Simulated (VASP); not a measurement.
# Mo3P3H in VASP: further runs

Runs on Mo3P3H. Level: PBEsol. Tasks: single point.

All numbers are computed with VASP 6.6.1; they aren't measurements. Logs are shortened: lines on timing, memory, paths and dates and some standing lists are left out, and cuts for length are marked.

## 1. The cell of the first run

The cell holds a slab with vacuum, 7 atoms: a = 3.174 Å, b = 3.206 Å, c = 25.479 Å, α = 90.00°, β = 90.00°, γ = 90.00°.

## 2. Single point, PBEsol

INCAR reads:

```
SYSTEM = Mo3P3H
ALGO     = Normal         ! electronic algorithm
DIPOL    = 0.5 0.5 0.486
EDIFF    = 1E-6           ! SCF threshold, eV
ENCUT    = 400            ! plane-wave cutoff, eV
GGA      = PS             ! functional
GGA_COMPAT= .FALSE.      
IDIPOL   = 3            
ISIF     = 2              ! what is computed and relaxed
ISMEAR   = 0              ! smearing method
LASPH    = .TRUE.         ! aspherical terms in the spheres
LCHARG   = .FALSE.        ! write CHGCAR
LDIPOL   = .TRUE.       
LREAL    = .FALSE.        ! projectors in reciprocal space
LWAVE    = .FALSE.        ! write WAVECAR
NBANDS   = 38             ! bands
NELM     = 120            ! most SCF steps
NELMDL   = -8           
PREC     = Accurate       ! precision mode
SIGMA    = 0.1            ! smearing width, eV
```

KPOINTS reads:

```
k-points
0
G
  9 9 1
  0 0 0
```

POSCAR reads:

```
Mo3P3H
1.0
    3.1741350969      0.0000000000      0.0000000000
    0.0000000000      3.2062346803      0.0000000000
    0.0000000000      0.0000000000     25.4789215952
Mo P H
3 3 1
Direct
    0.0000000000      0.5000000000      0.3336090960
    0.0000000000      0.0000000000      0.4425886174
    0.0000000000      0.5000000000      0.5501261364
    0.5000000000      0.0000000000      0.3699356032
    0.5000000000      0.5000000000      0.4792943049
    0.5000000000      0.0000000000      0.5907329554
    0.5000000000      0.2500000000      0.6389746363
```

Potentials or basis: VASP PAW PBE potentials, release 64 (Mo_sv, P, H).

Command:

```console
$ cat potpaw_PBE.64/Mo_sv/POTCAR potpaw_PBE.64/P/POTCAR potpaw_PBE.64/H/POTCAR > POTCAR
$ mpirun -np 1 vasp_std > vasp.out
```

OUTCAR:

```text
SYSTEM = Mo3P3H
   EDIFF = 1E-6
   ENCUT = 400
   GGA = PS
   ISIF = 2
   ISMEAR = 0
   LASPH = .TRUE.
   LREAL = .FALSE.
   NELM = 120
   NELMDL = -8
   PREC = Accurate

 ion  position               nearest neighbor table
   1  0.000  0.500  0.334-   4 2.44   4 2.44   4 2.44   4 2.44   2 3.21   2 3.21
   2  0.000  0.000  0.443-   4 2.44   4 2.44   5 2.44   5 2.44   5 2.44   5 2.44   3 3.17   3 3.17
                             1 3.21   1 3.21
   3  0.000  0.500  0.550-   5 2.40   5 2.40   6 2.48   6 2.48   6 2.48   6 2.48   2 3.17   2 3.17

   4  0.500  0.000  0.370-   2 2.44   2 2.44   1 2.44   1 2.44   1 2.44   1 2.44
   5  0.500  0.500  0.479-   3 2.40   3 2.40   2 2.44   2 2.44   2 2.44   2 2.44
   6  0.500  0.000  0.591-   7 1.47   3 2.48   3 2.48   3 2.48   3 2.48
   7  0.500  0.250  0.639-   6 1.47

  LATTYP: Found a simple orthorhombic cell.
 ALAT       =     3.1741350969
 B/A-ratio  =     1.0101128599
 C/A-ratio  =     8.0270438458

  Lattice vectors:

 A1 = (   3.1741350969,   0.0000000000,   0.0000000000)
 A2 = (   0.0000000000,   3.2062346803,   0.0000000000)
 A3 = (   0.0000000000,   0.0000000000,  25.4789215952)

Analysis of symmetry for initial positions (statically):
=====================================================================
 Subroutine PRICEL returns:
 Original cell was already a primitive cell.

 Routine SETGRP: Setting up the symmetry group for a
 simple orthorhombic supercell.

 Subroutine GETGRP returns: Found  2 space group operations
 (whereof  2 operations were pure point group operations)
 out of a pool of  8 trial point group operations.

The static configuration has the point symmetry C_1h.

Analysis of symmetry for dynamics (positions and initial velocities):
=====================================================================
 Subroutine PRICEL returns:
 Original cell was already a primitive cell.

 Routine SETGRP: Setting up the symmetry group for a
 simple orthorhombic supercell.

 Subroutine GETGRP returns: Found  2 space group operations
 (whereof  2 operations were pure point group operations)
 out of a pool of  8 trial point group operations.

The dynamic configuration has the point symmetry C_1h.

 Subroutine INISYM returns: Found  2 space group operations
 (whereof  2 operations are pure point group operations),
 and found     1 'primitive' translations

[... 114 lines left out ...]
   NELECT =      58.0000    total number of electrons
   NUPDOWN=      -1.0000    fix difference up-down
   EMIN   =  10.00;   EMAX   =-10.00  energy-range for DOS
   EFERMI =   0.00;   METHOD = LEGACY
   ISMEAR =     0;   SIGMA  =   0.10  broadening in eV -4-tet -1-fermi 0-gaus
   EFERMI_NEDOS =   21; number of points for ismear=-14 and -15
   IALGO  =     38    algorithm
   IMIX   =      4    mixing-type and parameters
     AMIX     =   0.40;   BMIX     =  1.00
     AMIX_MAG =   1.60;   BMIX_MAG =  1.00
  volume/ion in A,a.u.               =      37.04       249.98
  Fermi-wavevector in a.u.,A,eV,Ry     =   0.993765  1.877943 13.436683  0.987568
  Thomas-Fermi vector in A             =   2.125669
   LORBIT       =      0    0 simple, 1 ext, 2 COOP (PROOUT), +10 PAW based schemes
   GGA     = PS    functional components
   LHFCALC =     F    Hartree Fock is set to
   AEXX    =    0.0000 exact exchange contribution
   IVDW    =     0    specifies the selected vdW correction
   LEPSILON=     F    determine dielectric tensor
   LRPA    =     F    only Hartree local field effects (RPA)
 non-spin polarized calculation
 Gauss-broadening in eV      SIGMA  =   0.10
  energy-cutoff  :      400.00
  volume of cell :      259.30
 maximum number of plane-waves:      4759
 NGX is ok and might be reduce to    24
   NGX = 11   NGY = 11   NGZ = 83

 dipolmoment           0.000000      0.000000      0.002343 electrons x Angstroem

 number of electron      58.0000009 magnetization

 dipolmoment           0.000000      0.000000     -0.019158 electrons x Angstroem

 Free energy of the ion-electron system (eV)
  ---------------------------------------------------
  ext. energy  EPLUGINS =         0.00000000
  ---------------------------------------------------
  free energy    TOTEN  =       -56.94556879 eV

  energy without entropy =      -56.91349468  energy(sigma->0) =      -56.92953174

 E-fermi :   1.1430     XC(G=0):  -5.1095

 val. band max:        1.1291835562   @ k =   0.1111   0.2222   0.0000
 cond. band min:       1.1454136651   @ k =   0.2222   0.2222   0.0000
 fundamental gap:      0.0162301090
 Fermi energy:         1.1430495048

 k-point     1 :       0.0000    0.0000    0.0000
  band No.  band energies     occupation
      1     -59.9508      2.00000
      2     -59.7578      2.00000
      3     -59.5408      2.00000
      4     -34.1900      2.00000
      5     -34.0812      2.00000
      6     -34.0022      2.00000
[... 973 lines left out ...]
     37       4.9371      0.00000
     38       5.1926      0.00000

 [... further k-points ...]

------------------------ aborting loop because EDIFF is reached ----------------------------------------

 vacuum level on the upper side and lower side of the slab       (xc-potential included)        -0.331         0.021

  FORCE on cell =-STRESS in cart. coord.  units (eV):
  Direction    XX          YY          ZZ          XY          YZ          ZX
  --------------------------------------------------------------------------------------
  -------------------------------------------------------------------------------------
  Total       -2.7936930     -5.8343211     -1.7087729      0.0000000     -2.0030138      0.0000000
  in kB      -17.2618565    -36.0494920    -10.5582800      0.0000000    -12.3763555      0.0000000
  external PRESSURE =     -21.2898762 kB  Pullay stress =       0.0000000 kB

 VOLUME and BASIS-vectors are now :
 -----------------------------------------------------------------------------
  energy-cutoff  :      400.00
  volume of cell :      259.30
      direct lattice vectors                 reciprocal lattice vectors
     3.174135097  0.000000000  0.000000000     0.315046452  0.000000000  0.000000000
     0.000000000  3.206234680  0.000000000     0.000000000  0.311892328  0.000000000
     0.000000000  0.000000000 25.478921595     0.000000000  0.000000000  0.039248129

 POSITION                                       TOTAL-FORCE (eV/Angst)
 -----------------------------------------------------------------------------------
      0.00000      1.60312      8.50000         0.000000      0.010063      1.966890
      0.00000      0.00000     11.27668         0.000000     -0.077808     -0.241259
      0.00000      1.60312     14.01662         0.000000      1.116477     -0.338570
      1.58707      0.00000      9.42556         0.000000     -0.009463     -1.723485
      1.58707      1.60312     12.21190         0.000000     -0.084370     -0.198214
      1.58707      0.00000     15.05124         0.000000      0.160449      0.535043
      1.58707      0.80156     16.28038         0.000000     -1.115348     -0.000405
 -----------------------------------------------------------------------------------
    total drift:                                0.000000     -0.000045      0.000498

  FREE ENERGIE OF THE ION-ELECTRON SYSTEM (eV)
  ---------------------------------------------------
  free  energy   TOTEN  =       -56.9455687894 eV

  energy  without entropy=      -56.9134946824  energy(sigma->0) =      -56.92953174

 vacuum level on the upper side and lower side of the slab         5.100         5.450
```

OSZICAR:

```text
N       E                     dE             d eps       ncg     rms          rms(c)
DAV:   1     0.366649950493E+03    0.36665E+03   -0.30357E+04  2612   0.107E+03
DAV:   2    -0.415058578676E+02   -0.40816E+03   -0.39940E+03  2310   0.306E+02
DAV:   3    -0.602761249874E+02   -0.18770E+02   -0.18182E+02  2332   0.567E+01
[... 29 lines left out ...]
DAV:  33    -0.569455626936E+02   -0.57874E-05   -0.37841E-07  1474   0.183E-03    0.167E-03
DAV:  34    -0.569455653846E+02   -0.26910E-05   -0.19377E-07  1418   0.113E-03    0.150E-03
DAV:  35    -0.569455667992E+02   -0.14146E-05   -0.58980E-08  1304   0.846E-04    0.106E-03
DAV:  36    -0.569455684697E+02   -0.16704E-05   -0.15712E-07  1382   0.793E-04    0.793E-04
DAV:  37    -0.569455687894E+02   -0.31975E-06   -0.20405E-08  1202   0.454E-04
   1 F= -.56945569E+02 E0= -.56929532E+02  d E =-.320741E-01
```

It took 3.4 min on 1 thread of Intel Xeon 6975P-C (Granite Rapids), shared host; peak memory 0.37 GiB.

Results:

* Free energy: -56.9456 eV
* Largest force: 1.967 eV/Å
* Band gap on the k mesh: zero (bands 29 and 30 overlap by 0.92 eV)

Forces on the atoms (eV/Å):
```
Mo   0.000  0.010  1.967
Mo   0.000 -0.078 -0.241
Mo   0.000  1.116 -0.339
P    0.000 -0.009 -1.723
P    0.000 -0.084 -0.198
P    0.000  0.160  0.535
H    0.000 -1.115  0.000
```

Caveat: the PAW data sets were made with another functional, which shifts forces and pressure a little.

## 3. Single point, PBEsol

INCAR reads:

```
SYSTEM = Mo3P3H
ALGO = Normal ; DIPOL = 0.5 0.5 0.487
EDIFF = 1E-6 ; ENCUT = 400
GGA = PS ; GGA_COMPAT = .FALSE.
IDIPOL = 3 ; ISIF = 2
ISMEAR = 0 ; LASPH = .TRUE.
LCHARG = .TRUE. ; LDIPOL = .TRUE.
LELF = .TRUE. ; LREAL = .FALSE.
LVACPOTAV = .TRUE. ; LVHAR = .TRUE.
LWAVE = .FALSE. ; NBANDS = 38
NELM = 120 ; NELMDL = -8
PREC = Accurate ; SIGMA = 0.1
```

KPOINTS is that of step 2.

Edit POSCAR of step 2 so:

```diff
@@ -14,2 +14,2 @@
     0.5000000000      0.0000000000      0.5907329554
-    0.5000000000      0.2500000000      0.6389746363
+    0.7500000000      0.0000000000      0.6392207275
```

Potentials or basis: VASP PAW PBE potentials, release 64 (Mo_sv, P, H).

Command:

```console
$ cat potpaw_PBE.64/Mo_sv/POTCAR potpaw_PBE.64/P/POTCAR potpaw_PBE.64/H/POTCAR > POTCAR
$ mpirun -np 1 vasp_std > vasp.out
```

OUTCAR:

```text
SYSTEM = Mo3P3H
   EDIFF = 1E-6
   ENCUT = 400
   GGA = PS
   ISIF = 2
   ISMEAR = 0
   LASPH = .TRUE.
   LREAL = .FALSE.
   NELM = 120
   NELMDL = -8
   PREC = Accurate

 ion  position               nearest neighbor table
   1  0.000  0.500  0.334-   4 2.44   4 2.44   4 2.44   4 2.44   2 3.21   2 3.21
   2  0.000  0.000  0.443-   4 2.44   4 2.44   5 2.44   5 2.44   5 2.44   5 2.44   3 3.17   3 3.17
                             1 3.21   1 3.21
   3  0.000  0.500  0.550-   5 2.40   5 2.40   6 2.48   6 2.48   6 2.48   6 2.48   2 3.17   2 3.17

[... 1203 lines left out ...]
  Total       -3.7045289     -4.8541352     -1.7045155      0.0000000      0.0000000     -1.8405992
  in kB      -22.8897900    -29.9930546    -10.5319742      0.0000000      0.0000000    -11.3728172
  external PRESSURE =     -21.1382729 kB  Pullay stress =       0.0000000 kB

 VOLUME and BASIS-vectors are now :
 -----------------------------------------------------------------------------
  energy-cutoff  :      400.00
  volume of cell :      259.30
      direct lattice vectors                 reciprocal lattice vectors
     3.174135097  0.000000000  0.000000000     0.315046452  0.000000000  0.000000000
     0.000000000  3.206234680  0.000000000     0.000000000  0.311892328  0.000000000
     0.000000000  0.000000000 25.478921595     0.000000000  0.000000000  0.039248129

 POSITION                                       TOTAL-FORCE (eV/Angst)
 -----------------------------------------------------------------------------------
      0.00000      1.60312      8.50000        -0.005956      0.000000      1.962800
      0.00000      0.00000     11.27668        -0.042411      0.000000     -0.246527
      0.00000      1.60312     14.01662         1.099953      0.000000     -0.484912
      1.58707      0.00000      9.42556         0.006178      0.000000     -1.700953
      1.58707      1.60312     12.21190        -0.195447      0.000000     -0.174794
      1.58707      0.00000     15.05124         0.290422      0.000000      0.643918
      2.38060      0.00000     16.28665        -1.152740      0.000000      0.000467
 -----------------------------------------------------------------------------------
    total drift:                               -0.000041      0.000000      0.000429

  FREE ENERGIE OF THE ION-ELECTRON SYSTEM (eV)
  ---------------------------------------------------
  free  energy   TOTEN  =       -56.9677025760 eV

  energy  without entropy=      -56.9384404269  energy(sigma->0) =      -56.95307150

 vacuum level on the upper side and lower side of the slab         5.259         5.536
```

stdout:

```text
POSCAR found type information on POSCAR MoP H
 POSCAR found :  3 types and       7 ions
 scaLAPACK will be used
 -----------------------------------------------------------------------------
[... 23 lines left out ...]
|     Did not find any points to average over, which means that no vacuum     |
|     field-free region was found. Please increase the size of  your cell     |
|     in the dimension of the dipole correction to obtain accurate            |
|     workfunction values.                                                    |
|                                                                             |
 -----------------------------------------------------------------------------
```

It took 3.5 min on 1 thread of Intel Xeon 6975P-C (Granite Rapids), shared host; peak memory 0.37 GiB.

What came out:

```
Free energy            : -56.9677 eV
Largest force          : 1.963 eV/Å
Band gap on the k mesh : zero (bands 29 and 30 overlap by 0.92 eV)
```

Forces on the atoms (eV/Å):
```
Mo  -0.006  0.000  1.963
Mo  -0.042  0.000 -0.247
Mo   1.100  0.000 -0.485
P    0.006  0.000 -1.701
P   -0.195  0.000 -0.175
P    0.290  0.000  0.644
H   -1.153  0.000  0.000
```

Levels at points of the mesh, in eV from the Fermi level:
```csv
k point,band 26,band 27,band 28,band 29,band 30,band 31,band 32,band 33
"(0.00, 0.00, 0.00)",-1.05,-1.02,-0.31,-0.17,0.04,0.37,0.60,1.45
```

Caveat: the PAW data sets were made with another functional, which shifts forces and pressure a little.

## 4. Single point, PBEsol

INCAR reads:

```
PREC = Accurate
ENCUT = 400
EDIFF = 1E-6
ISMEAR = 0
SIGMA = 0.1
LREAL = False
LASPH = True
NELM = 120
ALGO = Normal
ISIF = 2
LWAVE = False
LCHARG = True
LDIPOL = True
IDIPOL = 3
DIPOL = 0.5 0.5 0.483
GGA = PS
LELF = True
LVHAR = True
LVACPOTAV = True
NBANDS = 38
GGA_COMPAT = False
NELMDL = -8
```

KPOINTS reads:

```
regular mesh
0
Gamma
  9 9 1
```

Edit POSCAR of step 3 so:

```diff
@@ -14,2 +14,2 @@
     0.5000000000      0.0000000000      0.5907329554
-    0.7500000000      0.0000000000      0.6392207275
+    0.7500000000      0.5000000000      0.6163987640
```

Command:

```console
$ cat potpaw_PBE.64/Mo_sv/POTCAR potpaw_PBE.64/P/POTCAR potpaw_PBE.64/H/POTCAR > POTCAR
$ mpirun -np 1 vasp_std > vasp.out
```

It took 3.3 min on 1 thread of Intel Xeon 6975P-C (Granite Rapids), shared host; peak memory 0.37 GiB.

It converged, with:

```
Free energy            : -56.8419 eV
Largest force          : 1.966 eV/Å
Band gap on the k mesh : zero (bands 29 and 30 overlap by 0.94 eV)
```

Forces on the atoms (eV/Å):
```
Mo  -0.003  0.000  1.966
Mo  -0.012  0.000 -0.301
Mo  -0.954  0.000 -0.106
P    0.004  0.000 -1.732
P    0.164  0.000 -0.226
P    0.033  0.000  0.397
H    0.767  0.000  0.003
```

Levels at points of the mesh, in eV from the Fermi level:
```csv
k point,band 26,band 27,band 28,band 29,band 30,band 31,band 32,band 33
"(0.00, 0.00, 0.00)",-1.07,-0.79,-0.27,-0.16,0.44,0.62,1.43,1.62
```

Caveat: the PAW data sets were made with another functional, which shifts forces and pressure a little.

## 5. Single point, PBEsol

INCAR reads:

```
SYSTEM = Mo3P3H
PREC     = Accurate       ! precision mode
ENCUT    = 400            ! plane-wave cutoff, eV
EDIFF    = 1E-6           ! SCF threshold, eV
ISMEAR   = 0              ! smearing method
SIGMA    = 0.1            ! smearing width, eV
LREAL    = .False.        ! projectors in reciprocal space
LASPH    = .True.         ! aspherical terms in the spheres
NELM     = 120            ! most SCF steps
ALGO     = Normal         ! electronic algorithm
ISIF     = 2              ! what is computed and relaxed
LWAVE    = .False.        ! write WAVECAR
LCHARG   = .False.        ! write CHGCAR
LDIPOL   = .True.       
IDIPOL   = 3            
DIPOL    = 0.5 0.5 0.483
GGA      = PS             ! functional
NBANDS   = 38             ! bands
GGA_COMPAT= .False.      
NELMDL   = -8
```

KPOINTS reads:

```
regular mesh
0
Gamma
  9 9 1
  0 0 0
```

Edit POSCAR of step 4 so:

```diff
@@ -14,2 +14,2 @@
     0.5000000000      0.0000000000      0.5907329554
-    0.7500000000      0.5000000000      0.6163987640
+    1.0000000000      0.2500000000      0.6158517579
```

Command:

```console
$ cat potpaw_PBE.64/Mo_sv/POTCAR potpaw_PBE.64/P/POTCAR potpaw_PBE.64/H/POTCAR > POTCAR
$ mpirun -np 1 vasp_std > vasp.out
```

It took 3.4 min on 1 thread of Intel Xeon 6975P-C (Granite Rapids), shared host; peak memory 0.37 GiB.

It converged, with:

| Property | Result |
| --- | --- |
| Free energy | -56.8879 eV |
| Largest force | 1.987 eV/Å |
| Band gap on the k mesh | zero (bands 29 and 30 overlap by 0.85 eV) |

Forces in eV/Å, atoms in the order of the input:
```
Mo   0.000  0.014  1.987
Mo   0.000  0.096 -0.441
Mo   0.000 -0.751 -0.029
P    0.000 -0.029 -1.719
P    0.000 -0.022 -0.142
P    0.000 -0.085  0.351
H    0.000  0.777 -0.008
```

Levels at points of the mesh, in eV from the Fermi level:
```tsv
k point	band 27	band 28	band 29	band 30	band 31	band 32
(0.00, 0.00, 0.00)	-0.62	-0.28	-0.15	0.45	0.62	1.48
```

Caveat: the PAW data sets were made with another functional, which shifts forces and pressure a little.

## 6. Summary

| cell | gap on the mesh (eV) | largest force (eV/Å) |
| --- | --- | --- |
| as given, atomic positions A | none | 1.97 |
| as given, atomic positions B | none | 1.96 |
| as given, atomic positions C | none | 1.97 |
| as given, atomic positions D | none | 1.99 |

Alike in all rows: task single point; level PBEsol; potentials or basis VASP PAW PBE potentials, release 64 (Mo_sv, P, H); no spin polarisation; k mesh 9 × 9 × 1; cutoff (eV) 400; smearing gaussian 0.1 eV.

Caveats: the PAW data sets were made with another functional, which shifts forces and pressure a little.

Absolute energies hang on the potentials; compare differences alone.

The gap in the log of VASP goes by the Fermi energy; the results here count the filled bands.